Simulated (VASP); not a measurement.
# SiC in VASP: notebook, part 2 of 2

VASP 6.6.1.

## Step 5: Single point, r2SCAN (uniaxial x strain +1.5%)

File POSCAR:

```
SiC
1.0
    3.1214865869      0.0000000000      0.0000000000
   -1.5607432935      2.6633366324      0.0000000000
    0.0000000000      0.0000000000      5.0481080951
Si C
2 2
Direct
    0.3332112295      0.6664224589     -0.0007552593
    0.6667887705      0.3335775411      0.4992447407
    0.3321751076      0.6643502152      0.3757552593
    0.6678248924      0.3356497848      0.8757552593
```

File INCAR.step1:

```
SYSTEM = SiC
PREC = Accurate
ENCUT = 520
ISMEAR = 0
SIGMA = 0.01
LREAL = .False.
LASPH = .True.
NELM = 60
NBANDS = 16
GGA = PE
ALGO = Normal
EDIFF = 1E-4
LWAVE = .True.
LCHARG = .False.
```

File INCAR.step2:

```
SYSTEM = SiC
PREC = Accurate
ENCUT = 520
EDIFF = 1E-7
ISMEAR = 0
SIGMA = 0.01
LREAL = .False.
LASPH = .True.
NELM = 60
ALGO = Normal
ISIF = 2
LWAVE = .False.
LCHARG = .False.
METAGGA = R2SCAN
LMIXTAU = .True.
NBANDS = 16
ISTART = 1
```

File KPOINTS:

```
regular mesh
0
Gamma
  12 12 6
  0 0 0
```

Potentials or basis: VASP PAW PBE potentials, release 64 (Si, C).

Run with:

```console
> cat potpaw_PBE.64/Si/POTCAR potpaw_PBE.64/C/POTCAR > POTCAR
> cp INCAR.step1 INCAR
> mpirun -np 1 vasp_std > vasp.out
> cp INCAR.step2 INCAR
> mpirun -np 1 vasp_std > vasp.out
```

OUTCAR:

```text
SYSTEM = SiC
   PREC = Accurate
   ENCUT = 520
   EDIFF = 1E-7
   ISMEAR = 0
   LREAL = .False.
   LASPH = .True.
   NELM = 60
   ISIF = 2
   METAGGA = R2SCAN
   ISTART = 1

 ion  position               nearest neighbor table
   1  0.333  0.666  0.999-   4 1.89   4 1.90   4 1.90   3 1.90   2 3.09   2 3.09   2 3.10   2 3.10
                             2 3.10   2 3.10
   2  0.667  0.334  0.499-   3 1.89   3 1.90   3 1.90   4 1.90   1 3.09   1 3.09   1 3.10   1 3.10
                             1 3.10   1 3.10
   3  0.332  0.664  0.376-   2 1.89   2 1.90   2 1.90   1 1.90
   4  0.668  0.336  0.876-   1 1.89   1 1.90   1 1.90   2 1.90

  Warning from LATTYP: Monoclinic adjustment (A1->A3, A2->A1, A3->A2)!
  LATTYP: Found a base centered orthorhombic cell.
 ALAT       =     3.1214865869
 B/A-ratio  =     1.7064539976
 C/A-ratio  =     1.6172128102

  Lattice vectors:

 A1 = (   1.5607432935,  -2.6633366324,   0.0000000000)
 A2 = (   1.5607432934,   2.6633366324,   0.0000000000)
 A3 = (   0.0000000000,   0.0000000000,   5.0481080951)

Analysis of symmetry for initial positions (statically):
=====================================================================
 Subroutine PRICEL returns:
[... 182 lines left out ...]
 Fermi energy:         8.1164786859

 k-point     1 :       0.0000    0.0000    0.0000
  band No.  band energies     occupation
      1      -8.2565      2.00000
      2      -4.6280      2.00000
      3      -0.9049      2.00000
      4       6.4650      2.00000
      5       6.6282      2.00000
      6       7.9003      2.00000
[... 433 lines left out ...]
      3       0.3055      2.00000
      4       1.6846      2.00000
      5       2.4589      2.00000
      6       3.2082      2.00000
[... 8 lines left out ...]
     15      19.5048      0.00000
     16      20.9206      0.00000

 [... further k-points ...]

------------------------ aborting loop because EDIFF is reached ----------------------------------------

  FORCE on cell =-STRESS in cart. coord.  units (eV):
  Direction    XX          YY          ZZ          XY          YZ          ZX
  --------------------------------------------------------------------------------------
  -------------------------------------------------------------------------------------
  Total       -2.0651748     -0.4504142     -0.2214682      0.0000000      0.0000000      0.0000000
  in kB      -78.8408347    -17.1951710     -8.4548464      0.0000000      0.0000000      0.0000000
  external PRESSURE =     -34.8302840 kB  Pullay stress =       0.0000000 kB

 VOLUME and BASIS-vectors are now :
 -----------------------------------------------------------------------------
  energy-cutoff  :      520.00
  volume of cell :       41.97
      direct lattice vectors                 reciprocal lattice vectors
     3.121486587  0.000000000  0.000000000     0.320360178  0.187734436  0.000000000
    -1.560743294  2.663336632  0.000000000     0.000000000  0.375468872  0.000000000
     0.000000000  0.000000000  5.048108095     0.000000000  0.000000000  0.198094015

 POSITION                                       TOTAL-FORCE (eV/Angst)
 -----------------------------------------------------------------------------------
      0.00000      1.77491      5.04430        -0.000000      0.003411      0.001085
      1.56074      0.88843      2.52024         0.000000     -0.003411      0.001085
     -0.00000      1.76939      1.89685        -0.000000      0.000453     -0.001085
      1.56074      0.89395      4.42091         0.000000     -0.000453     -0.001085
 -----------------------------------------------------------------------------------
    total drift:                               -0.000000     -0.000000      0.000844

  FREE ENERGIE OF THE ION-ELECTRON SYSTEM (eV)
  ---------------------------------------------------
  free  energy   TOTEN  =       -38.6222563755 eV

  energy  without entropy=      -38.6222563755  energy(sigma->0) =      -38.62225638
```

OUTCAR.step1:

```text
SYSTEM = SiC
   PREC = Accurate
   ENCUT = 520
   ISMEAR = 0
   LREAL = .False.
   LASPH = .True.
   NELM = 60
[... 690 lines left out ...]
      1.56074      0.88843      2.52024        -0.000000      0.005441     -0.006077
     -0.00000      1.76939      1.89685         0.000000     -0.008688      0.006077
      1.56074      0.89395      4.42091        -0.000000      0.008688      0.006077
 -----------------------------------------------------------------------------------
    total drift:                               -0.000000     -0.000000     -0.000008

  FREE ENERGIE OF THE ION-ELECTRON SYSTEM (eV)
  ---------------------------------------------------
  free  energy   TOTEN  =       -30.1023522239 eV

  energy  without entropy=      -30.1023522239  energy(sigma->0) =      -30.10235222
```

OSZICAR.step1:

```text
N       E                     dE             d eps       ncg     rms          rms(c)
DAV:   1     0.260302514132E+02    0.26030E+02   -0.71845E+03  5504   0.897E+02
DAV:   2    -0.311646178499E+02   -0.57195E+02   -0.52155E+02  7760   0.159E+02
DAV:   3    -0.337304478268E+02   -0.25658E+01   -0.25555E+01  7272   0.309E+01
DAV:   4    -0.337496942132E+02   -0.19246E-01   -0.19244E-01  6664   0.328E+00
DAV:   5    -0.337498825619E+02   -0.18835E-03   -0.18834E-03  7280   0.309E-01    0.123E+01
DAV:   6    -0.301817148053E+02    0.35682E+01   -0.64472E+00  6952   0.155E+01    0.551E+00
DAV:   7    -0.301199194438E+02    0.61795E-01   -0.10849E+00  7896   0.606E+00    0.245E+00
DAV:   8    -0.301035446798E+02    0.16375E-01   -0.45926E-02  6288   0.138E+00    0.618E-01
DAV:   9    -0.301020001891E+02    0.15445E-02   -0.75116E-03  7128   0.585E-01    0.124E-01
DAV:  10    -0.301023259029E+02   -0.32571E-03   -0.10468E-03  6728   0.186E-01    0.577E-02
DAV:  11    -0.301023522239E+02   -0.26321E-04   -0.90176E-05  4624   0.710E-02
   1 F= -.30102352E+02 E0= -.30102352E+02  d E =-.176535E-69
```

It took 2.6 min on 1 thread of Intel Xeon 6975P-C (Granite Rapids), shared host; peak memory 0.23 GiB.

What came out:

- Free energy: -38.6223 eV
- Pressure: -3.5 GPa
- Largest force: 0.004 eV/Å
- Band gap on the k mesh: 2.67 eV, indirect (least direct gap 4.31 eV)

Forces on the atoms (eV/Å):
```
Si   0.000  0.003  0.001
Si   0.000 -0.003  0.001
C    0.000  0.000 -0.001
C    0.000  0.000 -0.001
```

Stress tensor (GPa, compression positive):
```
-7.88  0.00  0.00
 0.00 -1.72  0.00
 0.00  0.00 -0.85
```

Levels at points of the mesh, in eV from the valence-band top:
```
           k point  band 6  band 7  band 8  band 9  band 10  band 11
(0.00, 0.00, 0.00)   -0.12   -0.11    0.00    5.06     6.66     6.88
(0.50, 0.00, 0.00)   -3.47   -3.37   -1.23    3.19     4.70     7.39
(0.00, 0.50, 0.00)   -3.68   -3.32   -1.42    2.90     4.57     7.11
(0.00, 0.00, 0.50)   -0.90   -0.75   -0.75    6.20     6.20     7.61
(0.50, 0.00, 0.50)   -2.54   -2.43   -2.43    3.70     3.70     5.73
(0.00, 0.50, 0.50)   -2.75   -2.41   -2.41    3.57     3.57     5.66
```

Caveat: the cell differs from its parent crystal (uniaxial x strain +1.5%); the PAW data sets were made with another functional, which shifts forces and pressure a little. A k mesh can miss the band edges.

## Step 6: Single point, HSE06 (strain -2.0%)

File POSCAR:

```
SiC
1.0
    3.0138491184      0.0000000000      0.0000000000
   -1.5069245592      2.6100698997      0.0000000000
    0.0000000000      0.0000000000      4.9471459332
Si C
2 2
Direct
    0.3333333333      0.6666666667     -0.0003531283
    0.6666666667      0.3333333333      0.4996468717
    0.3333333333      0.6666666667      0.3753531283
    0.6666666667      0.3333333333      0.8753531283
```

File INCAR.step1:

```
SYSTEM = SiC
PREC = Accurate
ENCUT = 520
EDIFF = 1E-5
ISMEAR = 0
SIGMA = 0.01
LREAL = .False.
LASPH = .True.
NELM = 100
ALGO = Normal
ISIF = 2
LWAVE = .True.
NBANDS = 16
GGA = PE
```

File INCAR.step2:

```
SYSTEM = SiC
PREC = Accurate
ENCUT = 520
EDIFF = 1E-6
ISMEAR = 0
SIGMA = 0.01
LREAL = .False.
LASPH = .True.
NELM = 100
ALGO = Normal
ISIF = 2
LWAVE = .False.
LCHARG = .True.
GGA = PE
LHFCALC = .True.
HFSCREEN = 0.2079
PRECFOCK = Normal
LELF = .True.
LVHAR = .True.
NBANDS = 16
ISTART = 1
```

File KPOINTS:

```
regular mesh
0
Gamma
  6 6 4
  0 0 0
```

Potentials or basis: VASP PAW PBE potentials, release 64 (Si, C).

Run with:

```console
> cat potpaw_PBE.64/Si/POTCAR potpaw_PBE.64/C/POTCAR > POTCAR
> cp INCAR.step1 INCAR
> mpirun -np 1 vasp_std > vasp.out
> cp INCAR.step2 INCAR
> mpirun -np 1 vasp_std > vasp.out
```

Run time: 16 min. Hardware: 1 thread of AMD EPYC 9R14 (Zen 4), shared host; peak memory 0.23 GiB.

Results (log left out):

| Property | Result |
| --- | --- |
| Free energy | -34.7410 eV |
| Pressure | 13.9 GPa |
| Largest force | 0.020 eV/Å |
| Band gap on the k mesh | 3.06 eV, indirect (least direct gap 5.21 eV) |

Forces in eV/Å, atoms in the order of the input:
```
Si   0.000  0.000 -0.020
Si   0.000  0.000 -0.020
C    0.000  0.000  0.020
C    0.000  0.000  0.020
```

Stress tensor (GPa, compression positive):
```
14.19  0.00  0.00
 0.00 14.19  0.00
 0.00  0.00 13.39
```

Levels at points of the mesh, in eV from the valence-band top:
| k point | band 5 | band 6 | band 7 | band 8 | band 9 | band 10 | band 11 | band 12 |
| --- | --- | --- | --- | --- | --- | --- | --- | --- |
| (0.00, 0.00, 0.00) | -1.49 | -0.12 | 0.00 | 0.00 | 6.54 | 8.15 | 8.29 | 8.29 |
| (0.50, 0.00, 0.00) | -6.17 | -3.79 | -3.70 | -1.34 | 3.87 | 5.33 | 8.61 | 8.63 |
| (0.00, 0.00, 0.50) | -0.81 | -0.81 | -0.81 | -0.81 | 7.68 | 7.68 | 8.98 | 8.98 |
| (0.50, 0.00, 0.50) | -2.78 | -2.78 | -2.62 | -2.62 | 4.43 | 4.43 | 6.67 | 6.67 |

Caveat: the cell differs from its parent crystal (strain -2.0%); the PAW data sets were made with another functional, which shifts forces and pressure a little. A k mesh can miss the band edges.

## Step 7: The runs side by side

| level | cell | k mesh | smearing | grid for exact exchange (PRECFOCK) | screening parameter | gap on the mesh (eV) | pressure (GPa) | largest force (eV/Å) |
| --- | --- | --- | --- | --- | --- | --- | --- | --- |
| r2SCAN | a = 3.152, b = 3.152, c = 5.028 Å, angles 90.0, 90.0, 120.0°, 4 atoms | 12 × 12 × 6 | gaussian 0.01 eV | - | - | 2.80 | -9.6 | - |
| r2SCAN | a = 3.198, b = 3.198, c = 5.017 Å, angles 90.0, 90.0, 120.0°, 4 atoms | 12 × 12 × 6 | gaussian 0.01 eV | - | - | 2.60 | -14.3 | - |
| PBE | a = 3.121, b = 3.087, c = 5.048 Å, angles 90.0, 90.0, 120.4°, 4 atoms | 12 × 12 × 6 | fermi-dirac 0.02 eV | - | - | 2.29 | 0.2 | 0.01 |
| r2SCAN | a = 3.121, b = 3.087, c = 5.048 Å, angles 90.0, 90.0, 120.4°, 4 atoms | 12 × 12 × 6 | gaussian 0.01 eV | - | - | 2.67 | -3.5 | - |
| HSE06 | a = 3.014, b = 3.014, c = 4.947 Å, angles 90.0, 90.0, 120.0°, 4 atoms | 6 × 6 × 4 | gaussian 0.01 eV | Normal | 0.2079 1/Å | 3.06 | 13.9 | 0.02 |

Alike in all rows: task single point; potentials or basis VASP PAW PBE potentials, release 64 (Si, C); no spin polarisation; cutoff (eV) 520.

Caveats: the PAW data sets were made with another functional, which shifts forces and pressure a little (some runs).

Total energies depend on the potentials used, so only differences within one code and one set of settings carry meaning.
